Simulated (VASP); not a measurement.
# BeSe5 (F-43m) in VASP: a series of runs, part 3 of 3

VASP 6.6.1.

## 5. Single point, PBE

This run uses another cell than the first one, of 21.12 Å³/atom, 0.980 times its volume.

INCAR

```
ALGO = Normal
EDIFF = 1E-6
ENCUT = 520
GGA = PE
ISIF = 2
ISMEAR = 0
LASPH = T
LCHARG = T
LELF = T
LREAL = F
LVHAR = T
LWAVE = F
NBANDS = 25
NELM = 80
PREC = Accurate
SIGMA = 0.1
```

KPOINTS

```
k-points
0
Gamma
  8 8 8
```

POSCAR

```
BeSe5
1.0
    0.0000000000      3.9865532958      3.9865532958
    3.9865532958      0.0000000000      3.9865532958
    3.9865532958      3.9865532958      0.0000000000
Be Se
1 5
Direct
    0.0000000000      0.0000000000      0.0000000000
    0.7500000000      0.7500000000      0.7500000000
    0.3741067066      0.3741067066      0.8776798803
    0.3741067066      0.8776798803      0.3741067066
    0.3741067066      0.3741067066      0.3741067066
    0.8776798803      0.3741067066      0.3741067066
```

Potentials or basis: VASP PAW PBE potentials, release 64 (Be, Se).

The run is started by

```sh
cat potpaw_PBE.64/Be/POTCAR potpaw_PBE.64/Se/POTCAR > POTCAR
mpirun -np 1 vasp_std > vasp.out
```

OUTCAR:

```text
EDIFF = 1E-6
   ENCUT = 520
   GGA = PE
   ISIF = 2
   ISMEAR = 0
   LASPH = T
   LREAL = F
   NELM = 80
   PREC = Accurate

 ion  position               nearest neighbor table
   1  0.000  0.000  0.000-
   2  0.750  0.750  0.750-
   3  0.374  0.374  0.878-
   4  0.374  0.878  0.374-
   5  0.374  0.374  0.374-
   6  0.878  0.374  0.374-

  LATTYP: Found a face centered cubic cell.
 ALAT       =     7.9731065916

  Lattice vectors:

 A1 = (   0.0000000000,   3.9865532958,   3.9865532958)
 A2 = (   3.9865532958,   0.0000000000,   3.9865532958)
 A3 = (   3.9865532958,   3.9865532958,   0.0000000000)

Analysis of symmetry for initial positions (statically):
=====================================================================
 Subroutine PRICEL returns:
 Original cell was already a primitive cell.

 Routine SETGRP: Setting up the symmetry group for a
 face centered cubic supercell.

 Subroutine GETGRP returns: Found 24 space group operations
 (whereof 24 operations were pure point group operations)
 out of a pool of 48 trial point group operations.

The static configuration has the point symmetry T_d .

Analysis of symmetry for dynamics (positions and initial velocities):
=====================================================================
 Subroutine PRICEL returns:
 Original cell was already a primitive cell.

 Routine SETGRP: Setting up the symmetry group for a
 face centered cubic supercell.

 Subroutine GETGRP returns: Found 24 space group operations
 (whereof 24 operations were pure point group operations)
 out of a pool of 48 trial point group operations.

The dynamic configuration has the point symmetry T_d .

 Subroutine INISYM returns: Found 24 space group operations
 (whereof 24 operations are pure point group operations),
 and found     1 'primitive' translations

----------------------------------------------------------------------------------------

                                     Primitive cell

  volume of cell :     126.7135

  direct lattice vectors                    reciprocal lattice vectors
     0.000000000  3.986553296  3.986553296    -0.125421627  0.125421627  0.125421627
     3.986553296  0.000000000  3.986553296     0.125421627 -0.125421627  0.125421627
     3.986553296  3.986553296  0.000000000     0.125421627  0.125421627 -0.125421627

  length of vectors
     5.637837738  5.637837738  5.637837738     0.217236630  0.217236630  0.217236630

  position of ions in fractional coordinates (direct lattice)
     0.000000000  0.000000000  0.000000000
     0.750000000  0.750000000  0.750000000
     0.374106707  0.374106707  0.877679880
     0.374106707  0.877679880  0.374106707
     0.374106707  0.374106707  0.374106707
     0.877679880  0.374106707  0.374106707

  ion indices of the primitive-cell ions
   primitive index   ion index
                 1           1
                 2           2
                 3           3
                 4           4
                 5           5
                 6           6

[... 24 lines left out ...]
 Found     29 irreducible k-points:

 Following reciprocal coordinates:
            Coordinates               Weight
  0.000000  0.000000  0.000000      1.000000
  0.125000  0.000000  0.000000      8.000000
  0.250000  0.000000  0.000000      8.000000
  0.375000  0.000000  0.000000      8.000000
  0.500000  0.000000  0.000000      4.000000
  0.125000  0.125000  0.000000      6.000000
[... 16 lines left out ...]
  0.500000  0.250000  0.125000     48.000000
 -0.375000  0.250000  0.125000     24.000000
 [... further k-points ...]
   k-points           NKPTS =     29   k-points in BZ     NKDIM =     29   number of bands    NBANDS=     25
   number of dos      NEDOS =    301   number of ions     NIONS =      6
   total plane-waves  NPLWV =  74088
   dimension x,y,z NGX =    42 NGY =   42 NGZ =   42
   dimension x,y,z NGXF=    84 NGYF=   84 NGZF=   84
   ions per type =               1   5
   NGX,Y,Z   is equivalent  to a cutoff of  12.38, 12.38, 12.38 a.u.
   NGXF,Y,Z  is equivalent  to a cutoff of  24.77, 24.77, 24.77 a.u.
 SYSTEM =  unknown system
   PREC   = accura    normal or accurate (medium, high low for compatibility)
   ISTART =      0    job   : 0-new  1-cont  2-samecut
   ICHARG =      2    charge: 1-file 2-atom 10-const
   ISPIN  =      1    spin polarized calculation?
   LNONCOLLINEAR =      F non collinear calculations
   LSORBIT =      F    spin-orbit coupling
   LASPH  =      T    aspherical Exc in radial PAW
   ENCUT  =  520.0 eV  38.22 Ry    6.18 a.u.  10.48 10.48 10.48*2*pi/ulx,y,z
   NELM   =     80;   NELMIN=  2; NELMDL= -5     # of ELM steps
   EDIFF  = 0.1E-05   stopping-criterion for ELM
   LREAL  =      F    real-space projection
   EDIFFG = 0.1E-04   stopping-criterion for IOM
   NSW    =      0    number of steps for IOM
   IBRION =     -1    ionic relax: 0-MD 1-quasi-New 2-CG
   NFREE  =      0    steps in history (QN), initial steepest desc. (CG)
   ISIF   =      2    stress and relaxation
   ISYM   =      2    0-nonsym 1-usesym 2-fastsym
   POTIM  = 0.5000    time-step for ionic-motion
   TEBEG  =    0.0;   TEEND  =   0.0 temperature during run
   PSTRESS=    0.0 pullay stress
   NELECT =      32.0000    total number of electrons
   NUPDOWN=      -1.0000    fix difference up-down
   EMIN   =  10.00;   EMAX   =-10.00  energy-range for DOS
   EFERMI =   0.00;   METHOD = LEGACY
   ISMEAR =     0;   SIGMA  =   0.10  broadening in eV -4-tet -1-fermi 0-gaus
   EFERMI_NEDOS =   21; number of points for ismear=-14 and -15
   IALGO  =     38    algorithm
   IMIX   =      4    mixing-type and parameters
     AMIX     =   0.40;   BMIX     =  1.00
     AMIX_MAG =   1.60;   BMIX_MAG =  1.00
  volume/ion in A,a.u.               =      21.12       142.52
  Fermi-wavevector in a.u.,A,eV,Ry     =   1.034786  1.955462 14.568877  1.070782
  Thomas-Fermi vector in A             =   2.169098
   LORBIT       =      0    0 simple, 1 ext, 2 COOP (PROOUT), +10 PAW based schemes
   GGA     = PE    functional components
   LHFCALC =     F    Hartree Fock is set to
   AEXX    =    0.0000 exact exchange contribution
   IVDW    =     0    specifies the selected vdW correction
   LEPSILON=     F    determine dielectric tensor
   LRPA    =     F    only Hartree local field effects (RPA)
 non-spin polarized calculation
 Gauss-broadening in eV      SIGMA  =   0.10
  energy-cutoff  :      520.00
  volume of cell :      126.71
 maximum number of plane-waves:      3479
 NGX is ok and might be reduce to    42
   NGX = 21   NGY = 21   NGZ = 21

 number of electron      31.9999998 magnetization

 Free energy of the ion-electron system (eV)
  ---------------------------------------------------
  ext. energy  EPLUGINS =         0.00000000
  ---------------------------------------------------
  free energy    TOTEN  =       -15.37766177 eV

  energy without entropy =      -15.33417845  energy(sigma->0) =      -15.35592011

 E-fermi :   4.6434     XC(G=0):  -9.9181

 val. band max:        4.6354726640   @ k =  -0.3750   0.2500   0.0000
 cond. band min:       4.6490188745   @ k =   0.3750   0.2500   0.1250
 fundamental gap:      0.0135462105
 Fermi energy:         4.6434382550

 k-point     1 :       0.0000    0.0000    0.0000
  band No.  band energies     occupation
      1     -11.6730      2.00000
      2      -7.6550      2.00000
      3      -7.6550      2.00000
      4      -7.6550      2.00000
      5      -7.2076      2.00000
      6      -3.5068      2.00000
[... 661 lines left out ...]
     24       8.1800      0.00000
     25      11.6713      0.00000

 [... further k-points ...]

------------------------ aborting loop because EDIFF is reached ----------------------------------------

  FORCE on cell =-STRESS in cart. coord.  units (eV):
  Direction    XX          YY          ZZ          XY          YZ          ZX
  --------------------------------------------------------------------------------------
  -------------------------------------------------------------------------------------
  Total        0.0009623      0.0009623      0.0009623     -0.0000000     -0.0000000      0.0000000
  in kB        0.0121674      0.0121674      0.0121674     -0.0000000     -0.0000000      0.0000000
  external PRESSURE =       0.0121674 kB  Pullay stress =       0.0000000 kB

 VOLUME and BASIS-vectors are now :
 -----------------------------------------------------------------------------
  energy-cutoff  :      520.00
  volume of cell :      126.71
      direct lattice vectors                 reciprocal lattice vectors
     0.000000000  3.986553296  3.986553296    -0.125421627  0.125421627  0.125421627
     3.986553296  0.000000000  3.986553296     0.125421627 -0.125421627  0.125421627
     3.986553296  3.986553296  0.000000000     0.125421627  0.125421627 -0.125421627

 POSITION                                       TOTAL-FORCE (eV/Angst)
 -----------------------------------------------------------------------------------
      0.00000      0.00000      0.00000         0.000000      0.000000     -0.000000
      5.97983      5.97983      5.97983         0.000000      0.000000     -0.000000
      4.99031      4.99031      2.98279         0.006906      0.006906     -0.006906
      4.99031      2.98279      4.99031         0.006906     -0.006906      0.006906
      2.98279      2.98279      2.98279        -0.006906     -0.006906     -0.006906
      2.98279      4.99031      4.99031        -0.006906      0.006906      0.006906
 -----------------------------------------------------------------------------------
    total drift:                               -0.000000     -0.000000     -0.000000

  FREE ENERGIE OF THE ION-ELECTRON SYSTEM (eV)
  ---------------------------------------------------
  free  energy   TOTEN  =       -15.3776617690 eV

  energy  without entropy=      -15.3341784550  energy(sigma->0) =      -15.35592011
```

Wall time 54 s (1 thread of AMD EPYC 9R45 (Zen 5), shared host); peak memory 0.25 GiB.

Results:

| Item | Value |
| --- | --- |
| Free energy | -15.3777 eV |
| Pressure | 0.0 GPa |
| Largest force | 0.012 eV/Å |
| Band gap on the k mesh | zero (band 16 reaches 6.11 eV, above the bottom of band 17 at 4.46 eV) |

Forces on the atoms (eV/Å):
```
Be   0.000  0.000  0.000
Se   0.000  0.000  0.000
Se   0.007  0.007 -0.007
Se   0.007 -0.007  0.007
Se  -0.007 -0.007 -0.007
Se  -0.007  0.007  0.007
```

Levels at points of the mesh, in eV from the Fermi level:
```tsv
k point	band 12	band 13	band 14	band 15	band 16	band 17	band 18	band 19	band 20	band 21
(0.00, 0.00, 0.00)	-1.79	-1.79	-1.79	-1.59	1.47	1.47	1.47	1.96	1.96	1.96
(0.50, 0.00, 0.00)	-2.63	-2.27	-2.27	-1.24	0.11	0.14	0.14	1.53	2.50	2.50
(0.50, 0.50, 0.00)	-2.34	-2.34	-2.04	-1.88	-0.63	0.02	0.02	0.54	2.28	2.28
```

## 6. Relaxation of cell and atoms, PBE

INCAR

```
SYSTEM = BeSe5
  PREC = Accurate
  ENCUT = 600
  EDIFF = 1E-6
  ISMEAR = 0
  SIGMA = 0.1
  LREAL = .False.
  LASPH = .True.
  NELM = 80
  ALGO = Normal
  ISIF = 3
  LWAVE = .False.
  LCHARG = .False.
  GGA = PE
  IBRION = 2
  NSW = 100
  EDIFFG = -0.01
```

KPOINTS

```
regular mesh
0
Gamma
  8 8 8
  0 0 0
```

POSCAR

```
BeSe5
1.0
    0.0000000000      4.0132220637      4.0132220637
    4.0132220637      0.0000000000      4.0132220637
    4.0132220637      4.0132220637      0.0000000000
Be Se
1 5
Direct
    0.0000000000      0.0000000000      0.0000000000
    0.7500000000      0.7500000000      0.7500000000
    0.3745943892      0.3745943892      0.8762168323
    0.3745943892      0.8762168323      0.3745943892
    0.3745943892      0.3745943892      0.3745943892
    0.8762168323      0.3745943892      0.3745943892
```

Potentials or basis: VASP PAW PBE potentials, release 64 (Be, Se).

The run is started by

```sh
cat potpaw_PBE.64/Be/POTCAR potpaw_PBE.64/Se/POTCAR > POTCAR
mpirun -np 1 vasp_std > vasp.out
```

It took 3.4 min on 1 thread of AMD EPYC 9R45 (Zen 5), shared host; peak memory 0.35 GiB.

The run converged. Its results:

```
Free energy                            : -15.3780 eV
Relaxed volume                         : 21.13 Å³/atom
Relaxed cell                           : a = 5.639 Å, b = 5.639 Å, c = 5.639 Å, α = 60.00°, β = 60.00°, γ = 60.00°
Space group after relaxing (to 0.05 Å) : F-43m (No. 216)
Energy gained by relaxing              : 1.6 meV/atom
Ionic steps                            : 6
Pressure after relaxing                : 0.0 GPa
Band gap on the k mesh                 : zero (band 16 reaches 6.10 eV, above the bottom of band 17 at 4.45 eV)
```

The path:
| step | energy change (eV) | largest force (eV/Å) | pressure (GPa) | volume (Å³) |
| --- | --- | --- | --- | --- |
| 1 | 0.0000 | 0.0513 | -1.12 | 129.27 |
| 2 | -0.0094 | 0.0340 | 0.12 | 126.47 |
| 3 | -0.0094 | 0.0357 | 0.02 | 126.68 |
| 4 | -0.0094 | 0.0361 | 0.00 | 126.73 |
| 5 | -0.0096 | 0.0270 | -0.01 | 126.75 |
| 6 | -0.0099 | 0.0001 | -0.01 | 126.79 |

Final structure:
```xyz
6
Lattice="0.0000 3.9873 3.9873 3.9873 0.0000 3.9873 3.9873 3.9873 0.0000" Properties=species:S:1:pos:R:3 pbc="T T T"
Be    0.0000    0.0000    0.0000
Se    5.9810    5.9810    5.9810
Se    4.9926    4.9926    2.9821
Se    4.9926    2.9821    4.9926
Se    2.9821    2.9821    2.9821
Se    2.9821    4.9926    4.9926
```

Levels at points of the mesh, in eV from the Fermi level:
```tsv
k point	band 14	band 15	band 16	band 17	band 18	band 19
(0.00, 0.00, 0.00)	-1.79	-1.59	1.47	1.47	1.47	1.96
(0.50, 0.00, 0.00)	-2.26	-1.23	0.11	0.14	0.14	1.53
(0.50, 0.50, 0.00)	-2.05	-1.86	-0.62	0.02	0.02	0.54
```

## 7. Summary

```csv
task,cell,k mesh,cutoff (eV),gap on the mesh (eV),pressure (GPa),relaxed volume (Å³/atom),largest force (eV/Å)
single point,"a = 5.676 Å, angles 60.0°, 6 atoms",4 × 4 × 4,520,none,0.0,-,0.02
single point,"a = 6.032 Å, angles 60.0°, 6 atoms",4 × 4 × 4,520,none,-6.6,-,-
relaxation of cell and atoms,"relaxed from a = 6.032 Å, angles 60.0°, 6 atoms",4 × 4 × 4,600,none,-0.2,21.63,0.03
single point,"a = 5.638 Å, angles 60.0°, 6 atoms",8 × 8 × 8,520,none,0.0,-,0.01
relaxation of cell and atoms,"relaxed from a = 5.676 Å, angles 60.0°, 6 atoms",8 × 8 × 8,600,none,0.0,21.13,-
```

Alike in all rows: level PBE; potentials or basis VASP PAW PBE potentials, release 64 (Be, Se); no spin polarisation; smearing gaussian 0.1 eV.

Caveats: the volume moved by over 15 % at a fixed basis, so the end points are rough (some runs).

Total energies depend on the potentials used, so only differences within one code and one set of settings carry meaning.
